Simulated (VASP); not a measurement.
A run of VASP 6.6.1:

The input INCAR:

```
  PREC = Accurate
  ENCUT = 520
  EDIFF = 1E-6
  ISMEAR = 0
  SIGMA = 0.15
  LREAL = False
  LASPH = True
  NELM = 60
  ALGO = Normal
  ISIF = 2
  LWAVE = False
  LCHARG = True
  GGA = PE
  LELF = True
  LVHAR = True
  NBANDS = 18
```

File KPOINTS:

```
Automatic mesh
0
Gamma
  14 14 14
```

Contents of POSCAR:

```
BiTe
1.0
    0.1681635090      3.3212293034      3.3212293034
    3.3212293034      0.1681635090      3.3212293034
    3.3212293034      3.3212293034      0.1681635090
Bi Te
1 1
Direct
    0.0000000000      0.0000000000      0.0000000000
    0.5000000000      0.5000000000      0.5000000000
```

Potentials or basis: VASP PAW PBE potentials, release 64 (Bi_d, Te).

Launch:

```sh
$ cat potpaw_PBE.64/Bi_d/POTCAR potpaw_PBE.64/Te/POTCAR > POTCAR
$ mpirun -np 1 vasp_std > vasp.out
```

Hardware: 1 thread of Intel(R) Xeon(R) 6975P-C (Granite Rapids) (shared host).

Question: Estimate the wall time of this run.

Answer: It took 120 s on 1 thread of Intel(R) Xeon(R) 6975P-C (Granite Rapids), on a shared host, peak memory 0.47 GiB. Counts: scf iterations 11, k points 288.
